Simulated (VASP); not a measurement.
# C20Cl in VASP: notebook

Runs on C20Cl. Level: PBE. Tasks: single point.

Everything below comes from runs of VASP 6.6.1. Logs are shortened: lines on timing, memory, paths and dates and some standing lists are left out, and cuts for length are marked.

**1. The cell of the first run**

The cell holds a wire or tube with vacuum around it, 21 atoms: a = 8.544 Å, b = 8.872 Å, c = 20.279 Å, α = 90.00°, β = 90.00°, γ = 103.93°.

**2. Single point, PBE**

INCAR

```
ALGO = Normal
DIPOL = 0.5 0.5 0.325
EDIFF = 1E-7
ENCUT = 520
GGA = PE
IDIPOL = 3
ISIF = 2
ISMEAR = 0
LASPH = T
LCHARG = F
LDIPOL = T
LREAL = Auto
LWAVE = F
NBANDS = 60
NELM = 60
PREC = Accurate
SIGMA = 0.1
```

KPOINTS

```
k-points
0
Gamma
  4 3 1
```

POSCAR

```
C20Cl
1.0
    8.5436715405      0.0000000000      0.0000000000
   -2.1359178851      8.6110540208      0.0000000000
    0.0000000000      0.0000000000     20.2788010925
C Cl
20 1
Direct
    0.0782061927      0.9794914374      0.1972503198
    0.5782061927      0.9794914374      0.1972503198
    0.4115395260      0.9794914374      0.1972503198
    0.9115395260      0.9794914374      0.1972503198
    0.3230790521      0.9589828748      0.2574344476
    0.8230790520      0.9589828748      0.2574344476
    0.1564123854      0.9589828748      0.2574344476
    0.6564123854      0.9589828748      0.2574344476
    0.0669021097      0.9383827631      0.3175270290
    0.5669021097      0.9383827631      0.3175270290
    0.4022889442      0.9383825652      0.3175270320
    0.9022889442      0.9383825652      0.3175270320
    0.3111130079      0.9176685367      0.3778997893
    0.8111130079      0.9176685367      0.3778997893
    0.1477209542      0.9176685463      0.3778997009
    0.6477209542      0.9176685463      0.3778997009
    0.0473696108      0.8987953018      0.4329048139
    0.5473696108      0.8987953018      0.4329048139
    0.4020260800      0.8987945823      0.4329053307
    0.9020260800      0.8987945823      0.4329053307
    0.1723696108      1.1487953018      0.4827096883
```

Potentials or basis: VASP PAW PBE potentials, release 64 (C, Cl).

The run is started by

```
> cat potpaw_PBE.64/C/POTCAR potpaw_PBE.64/Cl/POTCAR > POTCAR
> mpirun -np 1 vasp_std > vasp.out
```

OUTCAR:

```text
EDIFF = 1E-7
   ENCUT = 520
   GGA = PE
   ISIF = 2
   ISMEAR = 0
   LASPH = T
   LREAL = Auto
   NELM = 60
   PREC = Accurate

 ion  position               nearest neighbor table
   1  0.078  0.979  0.197-   7 1.42   4 1.42
   2  0.578  0.979  0.197-   8 1.42   3 1.42
   3  0.412  0.979  0.197-   5 1.42   2 1.42
   4  0.912  0.979  0.197-   6 1.42   1 1.42
   5  0.323  0.959  0.257-   3 1.42   7 1.42  11 1.43
   6  0.823  0.959  0.257-   4 1.42   8 1.42  12 1.43
   7  0.156  0.959  0.257-   1 1.42   5 1.42   9 1.43
   8  0.656  0.959  0.257-   2 1.42   6 1.42  10 1.43
   9  0.067  0.938  0.318-  12 1.41   7 1.43  15 1.44
  10  0.567  0.938  0.318-  11 1.41   8 1.43  16 1.44
  11  0.402  0.938  0.318-  10 1.41   5 1.43  13 1.44
  12  0.902  0.938  0.318-   9 1.41   6 1.43  14 1.44
  13  0.311  0.918  0.378-  19 1.39  15 1.40  11 1.44
  14  0.811  0.918  0.378-  20 1.39  16 1.40  12 1.44
  15  0.148  0.918  0.378-  17 1.39  13 1.40   9 1.44
  16  0.648  0.918  0.378-  18 1.39  14 1.40  10 1.44
  17  0.047  0.899  0.433-  20 1.24  15 1.39
  18  0.547  0.899  0.433-  19 1.24  16 1.39
  19  0.402  0.899  0.433-  18 1.24  13 1.39
  20  0.902  0.899  0.433-  17 1.24  14 1.39
  21  0.172  0.149  0.483-

  LATTYP: Found a simple monoclinic cell.
 ALAT       =     8.5436715405
 B/A-ratio  =     2.3735464310
 C/A-ratio  =     1.0384295166
 COS(beta)  =    -0.2407481644

  Lattice vectors:

 A1 = (   8.5436715405,   0.0000000000,   0.0000000000)
 A2 = (   0.0000000000,   0.0000000000, -20.2788010925)
 A3 = (  -2.1359178851,   8.6110540208,   0.0000000000)

Analysis of symmetry for initial positions (statically):
=====================================================================
 Subroutine PRICEL returns:
 Original cell was already a primitive cell.

 Routine SETGRP: Setting up the symmetry group for a
 simple monoclinic supercell.

 Subroutine GETGRP returns: Found  1 space group operations
 (whereof  1 operations were pure point group operations)
 out of a pool of  4 trial point group operations.

The static configuration has the point symmetry C_1 .

Analysis of symmetry for dynamics (positions and initial velocities):
=====================================================================
 Subroutine PRICEL returns:
 Original cell was already a primitive cell.

 Routine SETGRP: Setting up the symmetry group for a
 simple monoclinic supercell.

 Subroutine GETGRP returns: Found  1 space group operations
 (whereof  1 operations were pure point group operations)
 out of a pool of  4 trial point group operations.

The dynamic configuration has the point symmetry C_1 .

 Subroutine INISYM returns: Found  1 space group operations
 (whereof  1 operations are pure point group operations),
 and found     1 'primitive' translations

----------------------------------------------------------------------------------------

                                     Primitive cell

  volume of cell :    1491.9117

  direct lattice vectors                    reciprocal lattice vectors
     8.543671541  0.000000000  0.000000000     0.117045698  0.029032451  0.000000000
    -2.135917885  8.611054021  0.000000000     0.000000000  0.116129802  0.000000000
     0.000000000  0.000000000 20.278801093     0.000000000  0.000000000  0.049312580

  length of vectors
     8.543671541  8.872000708 20.278801093     0.120592614  0.116129802  0.049312580

  position of ions in fractional coordinates (direct lattice)
     0.078206193  0.979491437  0.197250320
     0.578206193  0.979491437  0.197250320
     0.411539526  0.979491437  0.197250320
     0.911539526  0.979491437  0.197250320
     0.323079052  0.958982875  0.257434448
     0.823079052  0.958982875  0.257434448
[... 13 lines left out ...]
     0.902026080  0.898794582  0.432905331
     0.172369611  0.148795302  0.482709688

  ion indices of the primitive-cell ions
   primitive index   ion index
                 1           1
                 2           2
                 3           3
                 4           4
                 5           5
                 6           6
[... 13 lines left out ...]
                20          20
                21          21

----------------------------------------------------------------------------------------

 KPOINTS: k-points

Automatic generation of k-mesh.
 Grid dimensions read from file:
 generate k-points for:    4    3    1

 Generating k-lattice:

  Cartesian coordinates                     Fractional coordinates (reciprocal lattice)
     0.029261425  0.007258113  0.000000000     0.250000000  0.000000000  0.000000000
     0.000000000  0.038709934  0.000000000     0.000000000  0.333333333  0.000000000
     0.000000000  0.000000000  0.049312580     0.000000000  0.000000000  1.000000000

  Length of vectors
     0.030148154  0.038709934  0.049312580

  Shift w.r.t. Gamma in fractional coordinates (k-lattice)
     0.000000000  0.000000000  0.000000000

 Subroutine IBZKPT returns following result:
 ===========================================

 Found      7 irreducible k-points:

 Following reciprocal coordinates:
            Coordinates               Weight
  0.000000  0.000000  0.000000      1.000000
  0.250000 -0.000000  0.000000      2.000000
  0.500000 -0.000000  0.000000      1.000000
  0.000000  0.333333  0.000000      2.000000
  0.250000  0.333333  0.000000      2.000000
  0.500000  0.333333  0.000000      2.000000
 -0.250000  0.333333  0.000000      2.000000
   k-points           NKPTS =      7   k-points in BZ     NKDIM =      7   number of bands    NBANDS=     60
   number of dos      NEDOS =    301   number of ions     NIONS =     21
   total plane-waves  NPLWV = 716800
   dimension x,y,z NGX =    64 NGY =   70 NGZ =  160
   dimension x,y,z NGXF=   128 NGYF=  140 NGZF=  320
   ions per type =              20   1
   NGX,Y,Z   is equivalent  to a cutoff of  12.45, 13.12, 13.12 a.u.
   NGXF,Y,Z  is equivalent  to a cutoff of  24.91, 26.23, 26.23 a.u.
 SYSTEM =  unknown system
   PREC   = accura    normal or accurate (medium, high low for compatibility)
   ISTART =      0    job   : 0-new  1-cont  2-samecut
   ICHARG =      2    charge: 1-file 2-atom 10-const
   ISPIN  =      1    spin polarized calculation?
   LNONCOLLINEAR =      F non collinear calculations
   LSORBIT =      F    spin-orbit coupling
   LASPH  =      T    aspherical Exc in radial PAW
   ENCUT  =  520.0 eV  38.22 Ry    6.18 a.u.  15.89 16.50 37.71*2*pi/ulx,y,z
   NELM   =     60;   NELMIN=  2; NELMDL= -5     # of ELM steps
   EDIFF  = 0.1E-06   stopping-criterion for ELM
   LREAL  =      T    real-space projection
   EDIFFG = 0.1E-05   stopping-criterion for IOM
   NSW    =      0    number of steps for IOM
   IBRION =     -1    ionic relax: 0-MD 1-quasi-New 2-CG
   NFREE  =      0    steps in history (QN), initial steepest desc. (CG)
   ISIF   =      2    stress and relaxation
   ISYM   =      2    0-nonsym 1-usesym 2-fastsym
   POTIM  = 0.5000    time-step for ionic-motion
   TEBEG  =    0.0;   TEEND  =   0.0 temperature during run
   PSTRESS=    0.0 pullay stress
   NELECT =      87.0000    total number of electrons
   NUPDOWN=      -1.0000    fix difference up-down
   EMIN   =  10.00;   EMAX   =-10.00  energy-range for DOS
   EFERMI =   0.00;   METHOD = LEGACY
   ISMEAR =     0;   SIGMA  =   0.10  broadening in eV -4-tet -1-fermi 0-gaus
   EFERMI_NEDOS =   21; number of points for ismear=-14 and -15
   IALGO  =     38    algorithm
   IMIX   =      4    mixing-type and parameters
     AMIX     =   0.40;   BMIX     =  1.00
     AMIX_MAG =   1.60;   BMIX_MAG =  1.00
  volume/ion in A,a.u.               =      71.04       479.42
  Fermi-wavevector in a.u.,A,eV,Ry     =   0.634844  1.199681  5.483510  0.403027
  Thomas-Fermi vector in A             =   1.698976
   LORBIT       =      0    0 simple, 1 ext, 2 COOP (PROOUT), +10 PAW based schemes
   GGA     = PE    functional components
   LHFCALC =     F    Hartree Fock is set to
   AEXX    =    0.0000 exact exchange contribution
   IVDW    =     0    specifies the selected vdW correction
   LEPSILON=     F    determine dielectric tensor
   LRPA    =     F    only Hartree local field effects (RPA)
 non-spin polarized calculation
 Gauss-broadening in eV      SIGMA  =   0.10
  energy-cutoff  :      520.00
  volume of cell :     1491.91
 maximum number of plane-waves:     40207
   NGX = 31   NGY = 33   NGZ = 75

 dipolmoment           0.000000      0.000000     -0.110981 electrons x Angstroem

 number of electron      86.9999998 magnetization

 dipolmoment           0.000000      0.000000      0.237735 electrons x Angstroem

 Free energy of the ion-electron system (eV)
  ---------------------------------------------------
  ext. energy  EPLUGINS =         0.00000000
  ---------------------------------------------------
  free energy    TOTEN  =      -166.46159986 eV

  energy without entropy =     -166.42645401  energy(sigma->0) =     -166.44402694

 E-fermi :  -5.0022     XC(G=0):  -2.1839

 val. band max:       -5.0570216741   @ k =   0.0000   0.3333   0.0000
 cond. band min:      -4.9338641858   @ k =   0.2500   0.3333   0.0000
 fundamental gap:      0.1231574884
 Fermi energy:        -5.0021557177

 k-point     1 :       0.0000    0.0000    0.0000
  band No.  band energies     occupation
      1     -23.3840      2.00000
      2     -22.0881      2.00000
      3     -21.8316      2.00000
      4     -21.6127      2.00000
      5     -20.4416      2.00000
      6     -20.0114      2.00000
[... 47 lines left out ...]
     54      -0.1659      0.00000
     55       0.6071      0.00000

 k-point     2 :       0.2500   -0.0000    0.0000
  band No.  band energies     occupation
      1     -23.2943      2.00000
      2     -22.5862      2.00000
      3     -21.5330      2.00000
      4     -21.2101      2.00000
      5     -20.7909      2.00000
      6     -19.4884      2.00000
[... 47 lines left out ...]
     54      -0.0282      0.00000
     55       0.5891      0.00000

 k-point     3 :       0.5000   -0.0000    0.0000
  band No.  band energies     occupation
      1     -23.0288      2.00000
      2     -23.0240      2.00000
      3     -21.3112      2.00000
      4     -21.2678      2.00000
      5     -20.2026      2.00000
      6     -20.1770      2.00000
[... 47 lines left out ...]
     54      -0.7594      0.00000
     55       0.3489      0.00000

 k-point     4 :       0.0000    0.3333    0.0000
  band No.  band energies     occupation
      1     -23.3839      2.00000
      2     -22.0881      2.00000
      3     -21.8316      2.00000
      4     -21.6127      2.00000
      5     -20.4416      2.00000
      6     -20.0114      2.00000
[... 47 lines left out ...]
     54       0.1377      0.00000
     55       0.6025      0.00000

 k-point     5 :       0.2500    0.3333    0.0000
  band No.  band energies     occupation
      1     -23.2942      2.00000
      2     -22.5862      2.00000
      3     -21.5330      2.00000
      4     -21.2101      2.00000
      5     -20.7909      2.00000
      6     -19.4884      2.00000
[... 47 lines left out ...]
     54       0.3870      0.00000
     55       0.5932      0.00000

 k-point     6 :       0.5000    0.3333    0.0000
  band No.  band energies     occupation
      1     -23.0288      2.00000
      2     -23.0240      2.00000
      3     -21.3112      2.00000
      4     -21.2678      2.00000
      5     -20.2026      2.00000
      6     -20.1770      2.00000
[... 47 lines left out ...]
     54      -0.7640      0.00000
     55       0.4542      0.00000

 k-point     7 :      -0.2500    0.3333    0.0000
  band No.  band energies     occupation
      1     -23.2942      2.00000
      2     -22.5862      2.00000
      3     -21.5330      2.00000
      4     -21.2101      2.00000
      5     -20.7908      2.00000
      6     -19.4884      2.00000
[... 47 lines left out ...]
     54       0.1624      0.00000
     55       0.5854      0.00000
 [bands above 55 left out]

------------------------ aborting loop because EDIFF is reached ----------------------------------------

 vacuum level on the upper side and lower side of the slab       (xc-potential included)         0.280        -0.290

  FORCE on cell =-STRESS in cart. coord.  units (eV):
  Direction    XX          YY          ZZ          XY          YZ          ZX
  --------------------------------------------------------------------------------------
  -------------------------------------------------------------------------------------
  Total       -1.5097355     -1.8028161     -4.4958236      0.0269299      0.7189819     -1.4601801
  in kB       -1.6213185     -1.9360603     -4.8281050      0.0289202      0.7721210     -1.5681005
  external PRESSURE =      -2.7951612 kB  Pullay stress =       0.0000000 kB

 VOLUME and BASIS-vectors are now :
 -----------------------------------------------------------------------------
  energy-cutoff  :      520.00
  volume of cell :     1491.91
      direct lattice vectors                 reciprocal lattice vectors
     8.543671541  0.000000000  0.000000000     0.117045698  0.029032451  0.000000000
    -2.135917885  8.611054021  0.000000000     0.000000000  0.116129802  0.000000000
     0.000000000  0.000000000 20.278801093     0.000000000  0.000000000  0.049312580

 POSITION                                       TOTAL-FORCE (eV/Angst)
 -----------------------------------------------------------------------------------
     -1.42395      8.43445      4.00000        -6.833456     -0.213591      1.040762
      2.84789      8.43445      4.00000        -6.674251     -0.173185      1.151430
      1.42395      8.43445      4.00000         6.721216     -0.140462      1.101135
      5.69578      8.43445      4.00000         6.914022     -0.097067      1.018698
      0.71197      8.25785      5.22046        -0.363028      0.133011     -1.039164
      4.98381      8.25785      5.22046        -0.197732      0.123693     -0.822973
[... 13 lines left out ...]
      5.78686      7.73957      8.77880        -2.259108     -0.061375     -0.164661
      1.15485      1.28128      9.78877        -0.079308     -0.670427      0.006900
 -----------------------------------------------------------------------------------
    total drift:                               -0.035722     -0.004122     -0.016792

  FREE ENERGIE OF THE ION-ELECTRON SYSTEM (eV)
  ---------------------------------------------------
  free  energy   TOTEN  =      -166.4615998633 eV

  energy  without entropy=     -166.4264540085  energy(sigma->0) =     -166.44402694

 vacuum level on the upper side and lower side of the slab         1.741         1.156
```

Wall time 49 min (1 thread of Intel Xeon 8259CL, shared host); peak memory 1.4 GiB.

What came out:

| Quantity | Value |
| --- | --- |
| Free energy | -166.4616 eV |
| Largest force | 6.989 eV/Å |
| Band gap on the k mesh | zero (an odd number of electrons rules out a gap without spin polarisation) |

Forces on the atoms (eV/Å):
```
C   -6.833 -0.214  1.041
C   -6.674 -0.173  1.151
C    6.721 -0.140  1.101
C    6.914 -0.097  1.019
C   -0.363  0.133 -1.039
C   -0.198  0.124 -0.823
C    0.391  0.195 -1.144
C    0.285  0.182 -1.182
C    0.096 -0.126  0.031
C   -0.034  0.023  0.001
C   -0.003  0.029 -0.058
C   -0.035  0.252 -0.407
C   -0.210 -0.103  0.042
C    0.519 -0.326  0.413
C    0.205 -0.389 -0.784
C   -0.182 -0.142  0.045
C    1.675  1.460  0.734
C   -0.017 -0.009  0.090
C    0.080  0.055 -0.074
C   -2.259 -0.061 -0.165
Cl  -0.079 -0.670  0.007
```

Caveat: an odd number of electrons without spin polarisation forces a metal; a magnetic or distorted state may lie lower.

**3. Single point, PBE**

INCAR

```
ALGO     = Normal         # electronic algorithm
DIPOL    = 0.5 0.5 0.319
EDIFF    = 1E-6           # SCF threshold, eV
ENCUT    = 520            # plane-wave cutoff, eV
GGA      = PE             # functional
IDIPOL   = 3            
ISIF     = 2              # what is computed and relaxed
ISMEAR   = 0              # smearing method
LASPH    = True           # aspherical terms in the spheres
LCHARG   = False          # write CHGCAR
LDIPOL   = True         
LREAL    = Auto         
LWAVE    = False          # write WAVECAR
NBANDS   = 60             # bands
NELM     = 60             # most SCF steps
PREC     = Accurate       # precision mode
SIGMA    = 0.1            # smearing width, eV
```

KPOINTS is that of step 2.

Changes to POSCAR since step 2:

```diff
@@ -28,2 +28,2 @@
     0.9020260800      0.8987945823      0.4329053307
-    0.1723696108      1.1487953018      0.4827096883
+    0.1723696108      1.6487953018      0.3597770853
```

Potentials or basis: VASP PAW PBE potentials, release 64 (C, Cl).

The run is started by

```
> cat potpaw_PBE.64/C/POTCAR potpaw_PBE.64/Cl/POTCAR > POTCAR
> mpirun -np 1 vasp_std > vasp.out
```

Run time: 46 min. Hardware: 1 thread of Intel Xeon 8259CL, shared host; peak memory 1.3 GiB.

Results (log left out):

```
Free energy            : -166.0219 eV
Largest force          : 6.730 eV/Å
Band gap on the k mesh : zero (an odd number of electrons rules out a gap without spin polarisation)
```

Forces in eV/Å, atoms in the order of the input:
```
C   -6.574 -0.168  1.165
C   -6.640 -0.165  1.084
C    6.623 -0.166  1.136
C    6.618 -0.164  1.089
C   -0.067  0.226 -0.937
C   -0.296  0.134 -1.060
C    0.096  0.222 -1.035
C    0.319  0.138 -1.100
C   -0.223  0.426 -0.275
C   -0.224  0.044 -0.063
C    0.278  0.538 -0.437
C    0.192  0.036 -0.088
C    0.801 -0.453 -0.055
C   -0.517  0.002 -0.108
C   -0.957 -0.197 -0.012
C    0.527  0.009 -0.120
C   -0.298  0.332  0.168
C   -0.458  0.007  0.184
C    0.452  0.389  0.300
C    0.364 -0.009  0.163
Cl  -0.015 -1.182  0.000
```

Levels at points of the mesh, in eV from the Fermi level:
| k point | band 42 | band 43 | band 44 | band 45 | band 46 | band 47 |
| --- | --- | --- | --- | --- | --- | --- |
| (0.00, 0.00, 0.00) | -0.75 | -0.49 | -0.14 | 0.79 | 0.96 | 1.10 |
| (0.50, 0.00, 0.00) | -0.89 | -0.69 | -0.09 | 0.60 | 0.61 | 1.59 |

Caveat: an odd number of electrons without spin polarisation forces a metal; a magnetic or distorted state may lie lower.
